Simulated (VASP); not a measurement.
# SnSe (I4/mmm) in VASP: a series of runs, part 2 of 2

VASP 6.6.1.

## Step 3: Single point, LDA (strain +0.050 along x and y, -0.025 along z)

Input file INCAR:

```
SYSTEM = SnSe
PREC = Accurate
ENCUT = 520
EDIFF = 1E-7
ISMEAR = 0
SIGMA = 0.05
LREAL = .FALSE.
LASPH = .TRUE.
NELM = 80
ALGO = Normal
ISIF = 2
LWAVE = .FALSE.
LCHARG = .FALSE.
NBANDS = 17
```

Input file KPOINTS:

```
regular mesh
0
G
  8 8 8
  0 0 0
```

Input file POSCAR:

```
SnSe
1.0
    0.0000000000      3.1605000000      2.9347500000
    3.1605000000      0.0000000000      2.9347500000
    3.1605000000      3.1605000000      0.0000000000
Sn Se
1 1
Direct
    0.0000000000      0.0000000000      0.0000000000
    0.5000000000      0.5000000000      0.5000000000
```

Potentials or basis: VASP PAW LDA potentials, release 64 (Sn_d, Se).

Command:

```sh
cat potpaw_LDA.64/Sn_d/POTCAR potpaw_LDA.64/Se/POTCAR > POTCAR
mpirun -np 1 vasp_std > vasp.out
```

OUTCAR:

```text
SYSTEM = SnSe
   PREC = Accurate
   ENCUT = 520
   EDIFF = 1E-7
   ISMEAR = 0
   LREAL = .FALSE.
   LASPH = .TRUE.
   NELM = 80
   ISIF = 2

 ion  position               nearest neighbor table
   1  0.000  0.000  0.000-   2 2.93   2 2.93   2 3.16   2 3.16   2 3.16   2 3.16
   2  0.500  0.500  0.500-   1 2.93   1 2.93   1 3.16   1 3.16   1 3.16   1 3.16

  LATTYP: Found a body centered tetragonal cell.
 ALAT       =     4.4696219639
 C/A-ratio  =     1.3131983079

  Lattice vectors:

 A1 = (   0.0000000000,  -3.1605000000,  -2.9347500000)
 A2 = (   0.0000000000,   3.1605000000,  -2.9347500000)
 A3 = (   3.1605000000,   0.0000000000,   2.9347500000)

Analysis of symmetry for initial positions (statically):
=====================================================================
 Subroutine PRICEL returns:
 Original cell was already a primitive cell.

 Routine SETGRP: Setting up the symmetry group for a
 body centered tetragonal supercell.

 Subroutine GETGRP returns: Found 16 space group operations
 (whereof 16 operations were pure point group operations)
 out of a pool of 16 trial point group operations.

The static configuration has the point symmetry D_4h.

Analysis of symmetry for dynamics (positions and initial velocities):
=====================================================================
 Subroutine PRICEL returns:
 Original cell was already a primitive cell.

 Routine SETGRP: Setting up the symmetry group for a
 body centered tetragonal supercell.

 Subroutine GETGRP returns: Found 16 space group operations
 (whereof 16 operations were pure point group operations)
 out of a pool of 16 trial point group operations.

The dynamic configuration has the point symmetry D_4h.

 Subroutine INISYM returns: Found 16 space group operations
 (whereof 16 operations are pure point group operations),
 and found     1 'primitive' translations

----------------------------------------------------------------------------------------

                                     Primitive cell

  volume of cell :      58.6290

  direct lattice vectors                    reciprocal lattice vectors
     0.000000000  3.160500000  2.934750000    -0.158202816  0.158202816  0.170372263
     3.160500000  0.000000000  2.934750000     0.158202816 -0.158202816  0.170372263
     3.160500000  3.160500000  0.000000000     0.158202816  0.158202816 -0.170372263

  length of vectors
     4.312947694  4.312947694  4.469621964     0.281216945  0.281216945  0.281216945

  position of ions in fractional coordinates (direct lattice)
     0.000000000  0.000000000  0.000000000
     0.500000000  0.500000000  0.500000000

  ion indices of the primitive-cell ions
   primitive index   ion index
                 1           1
                 2           2

----------------------------------------------------------------------------------------

 KPOINTS: regular mesh

Automatic generation of k-mesh.
 Grid dimensions read from file:
 generate k-points for:    8    8    8

 Generating k-lattice:

  Cartesian coordinates                     Fractional coordinates (reciprocal lattice)
    -0.019775352  0.019775352  0.021296533     0.125000000  0.000000000  0.000000000
     0.019775352 -0.019775352  0.021296533     0.000000000  0.125000000  0.000000000
     0.019775352  0.019775352 -0.021296533     0.000000000  0.000000000  0.125000000

  Length of vectors
     0.035152118  0.035152118  0.035152118

  Shift w.r.t. Gamma in fractional coordinates (k-lattice)
     0.000000000  0.000000000  0.000000000

 Subroutine IBZKPT returns following result:
 ===========================================

 Found     59 irreducible k-points:

 Following reciprocal coordinates:
            Coordinates               Weight
  0.000000  0.000000  0.000000      1.000000
  0.125000  0.000000  0.000000      8.000000
  0.250000  0.000000  0.000000      8.000000
  0.375000  0.000000  0.000000      8.000000
  0.500000  0.000000  0.000000      4.000000
  0.125000  0.125000  0.000000      2.000000
[... 16 lines left out ...]
  0.250000  0.000000  0.125000     16.000000
  0.375000 -0.000000  0.125000     16.000000
 [... further k-points ...]
   k-points           NKPTS =     59   k-points in BZ     NKDIM =     59   number of bands    NBANDS=     17
   number of dos      NEDOS =    301   number of ions     NIONS =      2
   total plane-waves  NPLWV =  36864
   dimension x,y,z NGX =    32 NGY =   32 NGZ =   36
   dimension x,y,z NGXF=    64 NGYF=   64 NGZF=   72
   ions per type =               1   1
   NGX,Y,Z   is equivalent  to a cutoff of  12.33, 12.33, 13.39 a.u.
   NGXF,Y,Z  is equivalent  to a cutoff of  24.67, 24.67, 26.78 a.u.
 SYSTEM =  SnSe
   PREC   = accura    normal or accurate (medium, high low for compatibility)
   ISTART =      0    job   : 0-new  1-cont  2-samecut
   ICHARG =      2    charge: 1-file 2-atom 10-const
   ISPIN  =      1    spin polarized calculation?
   LNONCOLLINEAR =      F non collinear calculations
   LSORBIT =      F    spin-orbit coupling
   LASPH  =      T    aspherical Exc in radial PAW
   ENCUT  =  520.0 eV  38.22 Ry    6.18 a.u.   8.02  8.02  8.31*2*pi/ulx,y,z
   NELM   =     80;   NELMIN=  2; NELMDL= -5     # of ELM steps
   EDIFF  = 0.1E-06   stopping-criterion for ELM
   LREAL  =      F    real-space projection
   EDIFFG = 0.1E-05   stopping-criterion for IOM
   NSW    =      0    number of steps for IOM
   IBRION =     -1    ionic relax: 0-MD 1-quasi-New 2-CG
   NFREE  =      0    steps in history (QN), initial steepest desc. (CG)
   ISIF   =      2    stress and relaxation
   ISYM   =      2    0-nonsym 1-usesym 2-fastsym
   POTIM  = 0.5000    time-step for ionic-motion
   TEBEG  =    0.0;   TEEND  =   0.0 temperature during run
   PSTRESS=    0.0 pullay stress
   NELECT =      20.0000    total number of electrons
   NUPDOWN=      -1.0000    fix difference up-down
   EMIN   =  10.00;   EMAX   =-10.00  energy-range for DOS
   EFERMI =   0.00;   METHOD = LEGACY
   ISMEAR =     0;   SIGMA  =   0.05  broadening in eV -4-tet -1-fermi 0-gaus
   EFERMI_NEDOS =   21; number of points for ismear=-14 and -15
   IALGO  =     38    algorithm
   IMIX   =      4    mixing-type and parameters
     AMIX     =   0.40;   BMIX     =  1.00
     AMIX_MAG =   1.60;   BMIX_MAG =  1.00
  volume/ion in A,a.u.               =      29.31       197.82
  Fermi-wavevector in a.u.,A,eV,Ry     =   1.143880  2.161620 17.802710  1.308462
  Thomas-Fermi vector in A             =   2.280574
   LORBIT       =      0    0 simple, 1 ext, 2 COOP (PROOUT), +10 PAW based schemes
   GGA     = CA    functional components
   LHFCALC =     F    Hartree Fock is set to
   AEXX    =    0.0000 exact exchange contribution
   IVDW    =     0    specifies the selected vdW correction
   LEPSILON=     F    determine dielectric tensor
   LRPA    =     F    only Hartree local field effects (RPA)
 non-spin polarized calculation
 Gauss-broadening in eV      SIGMA  =   0.05
  energy-cutoff  :      520.00
  volume of cell :       58.63
 maximum number of plane-waves:      1603
   NGX = 15   NGY = 15   NGZ = 17

 number of electron      19.9999999 magnetization

 Free energy of the ion-electron system (eV)
  ---------------------------------------------------
  ext. energy  EPLUGINS =         0.00000000
  ---------------------------------------------------
  free energy    TOTEN  =        -9.29720177 eV

  energy without entropy =       -9.29720176  energy(sigma->0) =       -9.29720177

 E-fermi :   4.7706     XC(G=0):  -9.5594

 val. band max:        4.5621017383   @ k =   0.5000   0.0000   0.0000
 cond. band min:       5.0325418853   @ k =   0.5000   0.0000   0.0000
 fundamental gap:      0.4704401469
 Fermi energy:         4.7705854855

 k-point     1 :       0.0000    0.0000    0.0000
  band No.  band energies     occupation
      1     -16.8923      2.00000
      2     -16.8916      2.00000
      3     -16.8669      2.00000
      4     -16.8669      2.00000
      5     -16.8608      2.00000
      6      -8.7918      2.00000
[... 9 lines left out ...]
     16      10.9461      0.00000
     17      12.2484      0.00000
[... 441 lines left out ...]
 k-point    24 :       0.3750   -0.0000    0.1250
  band No.  band energies     occupation
      1     -16.8946      2.00000
      2     -16.8885      2.00000
      3     -16.8657      2.00000
      4     -16.8633      2.00000
      5     -16.8585      2.00000
      6      -8.1976      2.00000
[... 9 lines left out ...]
     16      13.6944      0.00000
     17      15.0563      0.00000

 [... further k-points ...]

------------------------ aborting loop because EDIFF is reached ----------------------------------------

  FORCE on cell =-STRESS in cart. coord.  units (eV):
  Direction    XX          YY          ZZ          XY          YZ          ZX
  --------------------------------------------------------------------------------------
  -------------------------------------------------------------------------------------
  Total       -2.7895753     -2.7895753     -0.3654206      0.0000000      0.0000000     -0.0000000
  in kB      -76.2317663    -76.2317663     -9.9859854      0.0000000      0.0000000     -0.0000000
  external PRESSURE =     -54.1498394 kB  Pullay stress =       0.0000000 kB

 VOLUME and BASIS-vectors are now :
 -----------------------------------------------------------------------------
  energy-cutoff  :      520.00
  volume of cell :       58.63
      direct lattice vectors                 reciprocal lattice vectors
     0.000000000  3.160500000  2.934750000    -0.158202816  0.158202816  0.170372263
     3.160500000  0.000000000  2.934750000     0.158202816 -0.158202816  0.170372263
     3.160500000  3.160500000  0.000000000     0.158202816  0.158202816 -0.170372263

 POSITION                                       TOTAL-FORCE (eV/Angst)
 -----------------------------------------------------------------------------------
      0.00000      0.00000      0.00000        -0.000000     -0.000000      0.000000
      3.16050      3.16050      2.93475         0.000000      0.000000     -0.000000
 -----------------------------------------------------------------------------------
    total drift:                                0.000000     -0.000000     -0.000000

  FREE ENERGIE OF THE ION-ELECTRON SYSTEM (eV)
  ---------------------------------------------------
  free  energy   TOTEN  =        -9.2972017650 eV

  energy  without entropy=       -9.2972017650  energy(sigma->0) =       -9.29720177
```

Wall time 88 s (1 thread of AMD EPYC 7R13, shared host); peak memory 0.17 GiB.

What came out:

```
Free energy            : -9.2972 eV
Pressure               : -5.4 GPa
Band gap on the k mesh : 0.47 eV
```

Stress tensor (GPa, compression positive):
```
-7.62  0.00  0.00
 0.00 -7.62  0.00
 0.00  0.00 -1.00
```

Levels at points of the mesh, in eV from the valence-band top:
```csv
k point,band 8,band 9,band 10,band 11,band 12,band 13
"(0.00, 0.00, 0.00)",-2.39,-1.66,-1.66,3.51,3.51,5.22
"(0.50, 0.00, 0.00)",-1.70,-1.63,0.00,0.47,1.12,1.54
"(0.50, 0.50, 0.00)",-5.04,-3.33,-3.33,3.14,4.73,4.73
"(0.50, 0.00, 0.50)",-4.88,-3.58,-2.77,3.39,4.25,5.21
```

Caveat: the cell differs from its parent crystal (strain +0.050 along x and y, -0.025 along z); the cell stands under tension; spin-orbit coupling is left out, which moves the levels of the heavy elements. A k mesh can miss the band edges.

## Step 4: Single point, LDA (strain +0.050 along x and y, +0.000 along z)

Input file INCAR:

```
SYSTEM = SnSe
PREC = Accurate ; ENCUT = 520
EDIFF = 1E-7 ; ISMEAR = 0
SIGMA = 0.05 ; LREAL = .FALSE.
LASPH = .TRUE. ; NELM = 100
ALGO = Normal ; ISIF = 2
LWAVE = .FALSE. ; LCHARG = .FALSE.
GGA = CA ; NBANDS = 17
```

KPOINTS is that of step 3.

Input file POSCAR:

```
SnSe
1.0
    0.0000000000      3.1605000000      3.0100000000
    3.1605000000      0.0000000000      3.0100000000
    3.1605000000      3.1605000000      0.0000000000
Sn Se
1 1
Direct
    0.0000000000      0.0000000000      0.0000000000
    0.5000000000      0.5000000000      0.5000000000
```

Command:

```sh
cat potpaw_LDA.64/Sn_d/POTCAR potpaw_LDA.64/Se/POTCAR > POTCAR
mpirun -np 1 vasp_std > vasp.out
```

Wall time 88 s (1 thread of AMD EPYC 7R13, shared host); peak memory 0.17 GiB.

Results (log left out):

```
Free energy            : -9.2725 eV
Pressure               : -6.6 GPa
Band gap on the k mesh : 0.31 eV
```

Stress tensor (GPa, compression positive):
```
-7.76  0.00  0.00
 0.00 -7.76  0.00
 0.00  0.00 -4.17
```

Levels at points of the mesh, in eV from the valence-band top:
| k point | band 6 | band 7 | band 8 | band 9 | band 10 | band 11 | band 12 | band 13 | band 14 | band 15 |
| --- | --- | --- | --- | --- | --- | --- | --- | --- | --- | --- |
| (0.00, 0.00, 0.00) | -13.22 | -5.40 | -2.17 | -1.70 | -1.70 | 3.57 | 3.57 | 4.65 | 5.91 | 5.91 |
| (0.50, 0.00, 0.00) | -12.48 | -7.62 | -1.65 | -1.59 | 0.00 | 0.31 | 1.17 | 1.42 | 7.93 | 9.63 |
| (0.50, 0.50, 0.00) | -12.19 | -6.13 | -4.86 | -3.20 | -3.20 | 3.24 | 4.64 | 4.64 | 5.76 | 10.28 |
| (0.50, 0.00, 0.50) | -12.33 | -5.99 | -4.75 | -3.37 | -2.85 | 3.40 | 4.34 | 5.13 | 5.42 | 9.92 |

Caveat: the cell differs from its parent crystal (strain +0.050 along x and y, +0.000 along z); the cell stands under tension; spin-orbit coupling is left out, which moves the levels of the heavy elements. A k mesh can miss the band edges.

## Step 5: Overview

```tsv
cell	gap on the mesh (eV)	pressure (GPa)
a = 4.262, b = 4.262, c = 4.470 Å, angles 58.4, 58.4, 63.2°, 2 atoms	0.52	-3.9
a = 4.313, b = 4.313, c = 4.470 Å, angles 58.8, 58.8, 62.4°, 2 atoms	0.47	-5.4
a = 4.364, b = 4.364, c = 4.470 Å, angles 59.2, 59.2, 61.6°, 2 atoms	0.31	-6.6
```

Alike in all rows: task single point; level LDA; potentials or basis VASP PAW LDA potentials, release 64 (Sn_d, Se); no spin polarisation; k mesh 8 × 8 × 8; cutoff (eV) 520; smearing gaussian 0.05 eV.

Caveats: the cell stands under tension; spin-orbit coupling is left out, which moves the levels of the heavy elements.

Absolute energies hang on the potentials; compare differences alone.
